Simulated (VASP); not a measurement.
# AgCl (Fm-3m) in VASP: notebook

Runs on AgCl. Level: PBEsol+U. Tasks: single point.

All numbers are computed with VASP 6.6.1; they aren't measurements. Logs are shortened: lines on timing, memory, paths and dates and some standing lists are left out, and cuts for length are marked.

**1. The cell of the first run**

Symmetry: Fm-3m, No. 225, cubic system. The conventional cell has a = 5.470 Å, b = 5.470 Å, c = 5.470 Å, α = 90.00°, β = 90.00°, γ = 90.00°. Within 3.6 Å of Ag (site symmetry m-3m) lie 6 Cl at 2.73 Å. Cl (site symmetry m-3m) has 6 Ag at 2.73 Å within 3.6 Å.

**2. Single point, PBEsol+U**

POSCAR reads:

```
AgCl
1.0
    0.0000000000      2.7350000000      2.7350000000
    2.7350000000      0.0000000000      2.7350000000
    2.7350000000      2.7350000000      0.0000000000
Ag Cl
1 1
Direct
    0.0000000000      0.0000000000      0.0000000000
    0.5000000000      0.5000000000      0.5000000000
```

INCAR.step1 reads:

```
  ALGO = Normal
  EDIFF = 1E-6
  ENCUT = 470
  GGA = PS
  GGA_COMPAT = False
  ISIF = 2
  ISMEAR = -1
  LASPH = True
  LCHARG = True
  LDAU = True
  LDAUJ = 0 0
  LDAUL = 2 -1
  LDAUPRINT = 1
  LDAUTYPE = 2
  LDAUU = 3 0
  LMAXMIX = 4
  LORBIT = 11
  LREAL = False
  LWAVE = False
  NBANDS = 20
  NEDOS = 2001
  NELM = 200
  PREC = Accurate
  SIGMA = 0.05
```

KPOINTS.step1 reads:

```
k-points
0
Gamma
  8 8 8
```

INCAR.step2 reads:

```
  ALGO = Normal
  EDIFF = 1E-6
  ENCUT = 470
  GGA = PS
  GGA_COMPAT = False
  ICHARG = 11
  ISIF = 2
  ISMEAR = -5
  LASPH = True
  LCHARG = False
  LDAU = True
  LDAUJ = 0 0
  LDAUL = 2 -1
  LDAUPRINT = 1
  LDAUTYPE = 2
  LDAUU = 3 0
  LMAXMIX = 4
  LORBIT = 10
  LREAL = False
  LWAVE = False
  NBANDS = 20
  NEDOS = 2001
  NELM = 200
  PREC = Accurate
  SIGMA = 0.05
```

KPOINTS.step2 reads:

```
k-points
0
Gamma
  12 12 12
```

Potentials or basis: VASP PAW PBE potentials, release 64 (Ag_sv_GW, Cl).

Run with:

```bash
$ cat potpaw_PBE.64/Ag_sv_GW/POTCAR potpaw_PBE.64/Cl/POTCAR > POTCAR
$ cp INCAR.step1 INCAR
$ cp KPOINTS.step1 KPOINTS
$ mpirun -np 1 vasp_std > vasp.out
$ cp INCAR.step2 INCAR
$ cp KPOINTS.step2 KPOINTS
$ mpirun -np 1 vasp_std > vasp.out
```

OUTCAR:

```text
EDIFF = 1E-6
   ENCUT = 470
   GGA = PS
   ICHARG = 11
   ISIF = 2
   ISMEAR = -5
   LASPH = True
   LORBIT = 10
   LREAL = False
   NELM = 200
   PREC = Accurate

 ion  position               nearest neighbor table
   1  0.000  0.000  0.000-
   2  0.500  0.500  0.500-

  LATTYP: Found a face centered cubic cell.
 ALAT       =     5.4700000000

  Lattice vectors:

 A1 = (   0.0000000000,   2.7350000000,   2.7350000000)
 A2 = (   2.7350000000,   0.0000000000,   2.7350000000)
 A3 = (   2.7350000000,   2.7350000000,   0.0000000000)

Analysis of symmetry for initial positions (statically):
=====================================================================
 Subroutine PRICEL returns:
 Original cell was already a primitive cell.

 Routine SETGRP: Setting up the symmetry group for a
 face centered cubic supercell.

 Subroutine GETGRP returns: Found 48 space group operations
 (whereof 48 operations were pure point group operations)
 out of a pool of 48 trial point group operations.

The static configuration has the point symmetry O_h .

Analysis of symmetry for dynamics (positions and initial velocities):
=====================================================================
 Subroutine PRICEL returns:
 Original cell was already a primitive cell.

 Routine SETGRP: Setting up the symmetry group for a
 face centered cubic supercell.

 Subroutine GETGRP returns: Found 48 space group operations
 (whereof 48 operations were pure point group operations)
 out of a pool of 48 trial point group operations.

The dynamic configuration has the point symmetry O_h .

 Subroutine INISYM returns: Found 48 space group operations
 (whereof 48 operations are pure point group operations),
 and found     1 'primitive' translations

----------------------------------------------------------------------------------------

                                     Primitive cell

  volume of cell :      40.9168

  direct lattice vectors                    reciprocal lattice vectors
     0.000000000  2.735000000  2.735000000    -0.182815356  0.182815356  0.182815356
     2.735000000  0.000000000  2.735000000     0.182815356 -0.182815356  0.182815356
     2.735000000  2.735000000  0.000000000     0.182815356  0.182815356 -0.182815356

  length of vectors
     3.867874093  3.867874093  3.867874093     0.316645486  0.316645486  0.316645486

  position of ions in fractional coordinates (direct lattice)
     0.000000000  0.000000000  0.000000000
     0.500000000  0.500000000  0.500000000

  ion indices of the primitive-cell ions
   primitive index   ion index
                 1           1
                 2           2

----------------------------------------------------------------------------------------

 KPOINTS: k-points

Automatic generation of k-mesh.
 Grid dimensions read from file:
 generate k-points for:   12   12   12

 Generating k-lattice:

  Cartesian coordinates                     Fractional coordinates (reciprocal lattice)
    -0.015234613  0.015234613  0.015234613     0.083333333  0.000000000  0.000000000
     0.015234613 -0.015234613  0.015234613     0.000000000  0.083333333  0.000000000
     0.015234613  0.015234613 -0.015234613     0.000000000  0.000000000  0.083333333

  Length of vectors
     0.026387124  0.026387124  0.026387124

  Shift w.r.t. Gamma in fractional coordinates (k-lattice)
[... 37 lines left out ...]
   number of dos      NEDOS =   2001   number of ions     NIONS =      2
   total plane-waves  NPLWV =  21952
   dimension x,y,z NGX =    28 NGY =   28 NGZ =   28
   dimension x,y,z NGXF=    56 NGYF=   56 NGZF=   56
   ions per type =               1   1
   NGX,Y,Z   is equivalent  to a cutoff of  12.03, 12.03, 12.03 a.u.
   NGXF,Y,Z  is equivalent  to a cutoff of  24.07, 24.07, 24.07 a.u.
 SYSTEM =  unknown system
   PREC   = accura    normal or accurate (medium, high low for compatibility)
   ISTART =      0    job   : 0-new  1-cont  2-samecut
   ICHARG =     11    charge: 1-file 2-atom 10-const
   ISPIN  =      1    spin polarized calculation?
   LNONCOLLINEAR =      F non collinear calculations
   LSORBIT =      F    spin-orbit coupling
   LASPH  =      T    aspherical Exc in radial PAW
   ENCUT  =  470.0 eV  34.54 Ry    5.88 a.u.   6.84  6.84  6.84*2*pi/ulx,y,z
   NELM   =    200;   NELMIN=  2; NELMDL=  0     # of ELM steps
   EDIFF  = 0.1E-05   stopping-criterion for ELM
   LREAL  =      F    real-space projection
   EDIFFG = 0.1E-04   stopping-criterion for IOM
   NSW    =      0    number of steps for IOM
   IBRION =     -1    ionic relax: 0-MD 1-quasi-New 2-CG
   NFREE  =      0    steps in history (QN), initial steepest desc. (CG)
   ISIF   =      2    stress and relaxation
   ISYM   =      2    0-nonsym 1-usesym 2-fastsym
   POTIM  = 0.5000    time-step for ionic-motion
   TEBEG  =    0.0;   TEEND  =   0.0 temperature during run
   PSTRESS=    0.0 pullay stress
   NELECT =      26.0000    total number of electrons
   NUPDOWN=      -1.0000    fix difference up-down
   EMIN   =  10.00;   EMAX   =-10.00  energy-range for DOS
   EFERMI =   0.00;   METHOD = LEGACY
   ISMEAR =    -5;   SIGMA  =   0.05  broadening in eV -4-tet -1-fermi 0-gaus
   EFERMI_NEDOS =   21; number of points for ismear=-14 and -15
   IALGO  =     38    algorithm
   IMIX   =      4    mixing-type and parameters
     AMIX     =   0.40;   BMIX     =  1.00
     AMIX_MAG =   1.60;   BMIX_MAG =  1.00
  volume/ion in A,a.u.               =      20.46       138.06
  Fermi-wavevector in a.u.,A,eV,Ry     =   1.407447  2.659689 26.951865  1.980906
  Thomas-Fermi vector in A             =   2.529705
   LORBIT       =     10    0 simple, 1 ext, 2 COOP (PROOUT), +10 PAW based schemes
 LDA+U is selected, type is set to LDAUTYPE =  2
   angular momentum for each species LDAUL =     2   -1
   U (eV)           for each species LDAUU =   3.0  0.0
   J (eV)           for each species LDAUJ =   0.0  0.0
   GGA     = PS    functional components
   LHFCALC =     F    Hartree Fock is set to
   AEXX    =    0.0000 exact exchange contribution
   IVDW    =     0    specifies the selected vdW correction
   LEPSILON=     F    determine dielectric tensor
   LRPA    =     F    only Hartree local field effects (RPA)
 non-spin polarized calculation
 Fermi weights with tetrahedron method with Bloechl corrections
  energy-cutoff  :      470.00
  volume of cell :       40.92
 maximum number of plane-waves:       960

atom =   1  type =  1  l = 2

 onsite density matrix

spin component  1

  0.8715  0.0000 -0.0000 -0.0000  0.0000
  0.0000  0.8715  0.0000 -0.0000  0.0000
 -0.0000  0.0000  0.8869 -0.0000  0.0000
 -0.0000 -0.0000 -0.0000  0.8715  0.0000
  0.0000  0.0000  0.0000  0.0000  0.8869

spin component  2

  0.8715  0.0000 -0.0000 -0.0000  0.0000
  0.0000  0.8715  0.0000 -0.0000  0.0000
 -0.0000  0.0000  0.8869 -0.0000  0.0000
 -0.0000 -0.0000 -0.0000  0.8715  0.0000
  0.0000  0.0000  0.0000  0.0000  0.8869

 occupancies and eigenvectors

  o =  0.8715  v =  1.0000  0.0000  0.0000  0.0000  0.0000  0.0000  0.0000  0.0000  0.0000  0.0000      0.0000  0.0000  0.0000  0.0000  0.0000  0.0000  0.0000  0.0000  0.0000  0.0000
  o =  0.8715  v =  0.0000  0.0000  0.0000  0.0000  0.0000  1.0000  0.0000  0.0000  0.0000  0.0000      0.0000  0.0000  0.0000  0.0000  0.0000  0.0000  0.0000  0.0000  0.0000  0.0000
  o =  0.8715  v =  0.0000 -0.8309 -0.0000  0.5564 -0.0000  0.0000  0.0000  0.0000  0.0000  0.0000      0.0000  0.0000  0.0000  0.0000  0.0000  0.0000  0.0000  0.0000  0.0000  0.0000
  o =  0.8715  v =  0.0000  0.0000  0.0000  0.0000  0.0000  0.0000 -0.8309 -0.0000  0.5564 -0.0000      0.0000  0.0000  0.0000  0.0000  0.0000  0.0000  0.0000  0.0000  0.0000  0.0000
  o =  0.8715  v =  0.0000  0.0000  0.0000  0.0000  0.0000  0.0000 -0.5564  0.0000 -0.8309 -0.0000      0.0000  0.0000  0.0000  0.0000  0.0000  0.0000  0.0000  0.0000  0.0000  0.0000
  o =  0.8715  v =  0.0000 -0.5564  0.0000 -0.8309 -0.0000  0.0000  0.0000  0.0000  0.0000  0.0000      0.0000  0.0000  0.0000  0.0000  0.0000  0.0000  0.0000  0.0000  0.0000  0.0000
  o =  0.8869  v =  0.0000  0.0000  0.0000  0.0000  0.0000  0.0000 -0.0000  1.0000  0.0000 -0.0000      0.0000  0.0000  0.0000  0.0000  0.0000  0.0000  0.0000  0.0000  0.0000  0.0000
  o =  0.8869  v =  0.0000 -0.0000  1.0000  0.0000 -0.0000  0.0000  0.0000  0.0000  0.0000  0.0000      0.0000  0.0000  0.0000  0.0000  0.0000  0.0000  0.0000  0.0000  0.0000  0.0000
  o =  0.8869  v =  0.0000  0.0000  0.0000  0.0000  0.0000  0.0000 -0.0000  0.0000 -0.0000  1.0000      0.0000  0.0000  0.0000  0.0000  0.0000  0.0000  0.0000  0.0000  0.0000  0.0000
  o =  0.8869  v =  0.0000 -0.0000  0.0000 -0.0000  1.0000  0.0000  0.0000  0.0000  0.0000  0.0000      0.0000  0.0000  0.0000  0.0000  0.0000  0.0000  0.0000  0.0000  0.0000  0.0000

 number of electron      26.0000004 magnetization

 Free energy of the ion-electron system (eV)
  ---------------------------------------------------
  ext. energy  EPLUGINS =         0.00000000
  ---------------------------------------------------
  free energy    TOTEN  =        -2.34394797 eV

  energy without entropy =       -2.34394797  energy(sigma->0) =       -2.34394797

 E-fermi :   3.4188     XC(G=0): -10.5309

 val. band max:        3.3969318360   @ k =   0.5000   0.0000   0.0000
 cond. band min:       4.5482076572   @ k =   0.0000   0.0000   0.0000
 fundamental gap:      1.1512758211
 Fermi energy:         3.4187800129

 k-point     1 :       0.0000    0.0000    0.0000
  band No.  band energies     occupation
      1     -85.4946      2.00000
      2     -49.0805      2.00000
      3     -49.0805      2.00000
      4     -49.0805      2.00000
      5     -11.6893      2.00000
      6       0.5302      2.00000
[... 541 lines left out ...]
     19      17.1000      0.00000
     20      18.4408      0.00000

 [... further k-points ...]
[... 5 lines left out ...]
  --------------------------------------------------------------------------------------
  -------------------------------------------------------------------------------------
  Total       -0.3734409     -0.3734409     -0.3734409      0.0000000      0.0000000      0.0000000
  in kB      -14.6227990    -14.6227990    -14.6227990      0.0000000      0.0000000      0.0000000
  external PRESSURE =     -14.6227990 kB  Pullay stress =       0.0000000 kB

 VOLUME and BASIS-vectors are now :
 -----------------------------------------------------------------------------
  energy-cutoff  :      470.00
  volume of cell :       40.92
      direct lattice vectors                 reciprocal lattice vectors
     0.000000000  2.735000000  2.735000000    -0.182815356  0.182815356  0.182815356
     2.735000000  0.000000000  2.735000000     0.182815356 -0.182815356  0.182815356
     2.735000000  2.735000000  0.000000000     0.182815356  0.182815356 -0.182815356

 POSITION                                       TOTAL-FORCE (eV/Angst)
 -----------------------------------------------------------------------------------
      0.00000      0.00000      0.00000         0.000000      0.000000      0.000000
      2.73500      2.73500      2.73500        -0.000000     -0.000000     -0.000000
 -----------------------------------------------------------------------------------
    total drift:                               -0.000000      0.000000      0.000000

  FREE ENERGIE OF THE ION-ELECTRON SYSTEM (eV)
  ---------------------------------------------------
  free  energy   TOTEN  =        -2.3439479651 eV

  energy  without entropy=       -2.3439479651  energy(sigma->0) =       -2.34394797

 total charge

# of ion       s       p       d       f       tot
--------------------------------------------------
    1        2.081   6.035   8.726   0.005  16.846
    2        1.593   3.450   0.000   0.000   5.043
--------------------------------------------------
tot          3.674   9.485   8.726   0.005  21.889
```

Run time: 25 s. Hardware: 1 thread of Intel Xeon 6975P-C (Granite Rapids), shared host; peak memory 0.19 GiB.

Results:

```
Valence electrons inside the program's atomic spheres : Ag 16.85; Cl 5.04
```

Eigenvalues of the final occupation matrices:
```
    site  spin  trace               eigenvalues
site 1 d     1   4.39  0.87 0.87 0.87 0.89 0.89
site 1 d     2   4.39  0.87 0.87 0.87 0.89 0.89
```

Caveat: the PAW data sets were made with another functional, which shifts forces and pressure a little.

**3. Single point, PBEsol+U**

POSCAR is that of step 2.

INCAR.step1 reads:

```
SYSTEM = AgCl
PREC     = Accurate       ! precision mode
ENCUT    = 470            ! plane-wave cutoff, eV
EDIFF    = 1E-6           ! SCF threshold, eV
ISMEAR   = -1             ! smearing method
SIGMA    = 0.05           ! smearing width, eV
LREAL    = .FALSE.        ! projectors in reciprocal space
LASPH    = .TRUE.         ! aspherical terms in the spheres
NELM     = 200            ! most SCF steps
ALGO     = Normal         ! electronic algorithm
ISIF     = 2              ! what is computed and relaxed
LWAVE    = .FALSE.        ! write WAVECAR
LCHARG   = .TRUE.         ! write CHGCAR
LMAXMIX  = 4              ! l up to which the mixer works
LDAU     = .TRUE.         ! DFT+U
LDAUTYPE = 2            
LDAUL    = 2 -1           ! shell
LDAUU    = 8 0            ! U, eV
LDAUJ    = 0 0          
LDAUPRINT= 1            
GGA      = PS             ! functional
NBANDS   = 20             ! bands
GGA_COMPAT= .FALSE.      
NEDOS    = 2001           ! points of the DOS
LORBIT   = 11             ! projections on sites
```

KPOINTS.step1 reads:

```
regular mesh
0
G
  8 8 8
  0 0 0
```

INCAR.step2 reads:

```
SYSTEM = AgCl
PREC     = Accurate       ! precision mode
ENCUT    = 470            ! plane-wave cutoff, eV
EDIFF    = 1E-6           ! SCF threshold, eV
ISMEAR   = -5             ! smearing method
SIGMA    = 0.05           ! smearing width, eV
LREAL    = .FALSE.        ! projectors in reciprocal space
LASPH    = .TRUE.         ! aspherical terms in the spheres
NELM     = 200            ! most SCF steps
ALGO     = Normal         ! electronic algorithm
ISIF     = 2              ! what is computed and relaxed
LWAVE    = .FALSE.        ! write WAVECAR
LCHARG   = .FALSE.        ! write CHGCAR
LMAXMIX  = 4              ! l up to which the mixer works
LDAU     = .TRUE.         ! DFT+U
LDAUTYPE = 2            
LDAUL    = 2 -1           ! shell
LDAUU    = 8 0            ! U, eV
LDAUJ    = 0 0          
LDAUPRINT= 1            
GGA      = PS             ! functional
LORBIT   = 11             ! projections on sites
NBANDS   = 20             ! bands
NEDOS    = 1001           ! points of the DOS
ICHARG   = 11             ! starting density
GGA_COMPAT= .FALSE.
```

KPOINTS.step2 reads:

```
regular mesh
0
G
  12 12 12
  0 0 0
```

Potentials or basis: VASP PAW PBE potentials, release 64 (Ag_sv_GW, Cl).

Run with:

```bash
$ cat potpaw_PBE.64/Ag_sv_GW/POTCAR potpaw_PBE.64/Cl/POTCAR > POTCAR
$ cp INCAR.step1 INCAR
$ cp KPOINTS.step1 KPOINTS
$ mpirun -np 1 vasp_std > vasp.out
$ cp INCAR.step2 INCAR
$ cp KPOINTS.step2 KPOINTS
$ mpirun -np 1 vasp_std > vasp.out
```

It took 56 s on 1 thread of Intel Xeon Platinum 8488C (Sapphire Rapids), shared host; peak memory 0.19 GiB.

It converged, with:

| Item | Value |
| --- | --- |
| Valence electrons inside the program's atomic spheres | Ag 16.94; Cl 5.06 |

Levels at points of the mesh, in eV from the valence-band top:
| k point | band 11 | band 12 | band 13 | band 14 | band 15 | band 16 |
| --- | --- | --- | --- | --- | --- | --- |
| (0.00, 0.00, 0.00) | -1.65 | -1.65 | -1.65 | 1.80 | 11.39 | 11.39 |
| (0.50, 0.00, 0.00) | -2.39 | 0.00 | 0.00 | 4.90 | 7.78 | 8.49 |
| (0.50, 0.50, 0.00) | -2.87 | -2.44 | -2.44 | 3.33 | 8.37 | 9.56 |

Eigenvalues of the final occupation matrices:
```tsv
site	spin	trace	eigenvalues
site 1 d	1	4.44	0.88 0.88 0.88 0.90 0.90
site 1 d	2	4.44	0.88 0.88 0.88 0.90 0.90
```

Caveat: the PAW data sets were made with another functional, which shifts forces and pressure a little.
